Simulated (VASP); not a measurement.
A run of VASP 6.6.1 is set up as follows.

The input POSCAR:

```
BN
1.0
    2.5008381595      0.0000000000      0.0000000000
   -1.2504190798      2.1657893769      0.0000000000
    0.0000000000      0.0000000000      6.8931474372
B N
2 2
Direct
    0.3333333333      0.6666666667      0.2500000000
    0.6666666667      0.3333333333      0.7500000000
    0.6666666667      0.3333333333      0.2500000000
    0.3333333333      0.6666666667      0.7500000000
```

The input INCAR.step1:

```
PREC = Accurate
ENCUT = 520
EDIFF = 1E-5
ISMEAR = 0
SIGMA = 0.01
LREAL = F
LASPH = T
NELM = 80
ALGO = Normal
ISIF = 2
LWAVE = T
LCHARG = F
GGA = PE
NBANDS = 16
```

INCAR.step2

```
PREC = Accurate
ENCUT = 520
EDIFF = 1E-6
ISMEAR = 0
SIGMA = 0.01
LREAL = F
LASPH = T
NELM = 80
ALGO = Normal
ISIF = 2
LWAVE = F
LCHARG = F
GGA = PE
LHFCALC = T
HFSCREEN = 0.2079
PRECFOCK = Normal
ISTART = 1
NBANDS = 16
```

Contents of KPOINTS:

```
regular mesh
0
Gamma
  6 6 2
```

Potentials or basis: VASP PAW PBE potentials, release 64 (B, N).

Run with:

```console
$ cat potpaw_PBE.64/B/POTCAR potpaw_PBE.64/N/POTCAR > POTCAR
$ cp INCAR.step1 INCAR
$ mpirun -np 1 vasp_std > vasp.out
$ cp INCAR.step2 INCAR
$ mpirun -np 1 vasp_std > vasp.out
```

(1) What does it give for the band gap on the k mesh?

(2) Predict the pressure.

## Answers

(1) 5.64 eV, indirect (least direct gap 6.06 eV).

(2) -0.8 GPa.

Caveat: the k points lie up to 0.48 Å⁻¹ apart; the PAW data sets were made with another functional, which shifts forces and pressure a little; this functional lacks dispersion, which binds the layers, so the pressure and a relaxed spacing across them are unreliable.
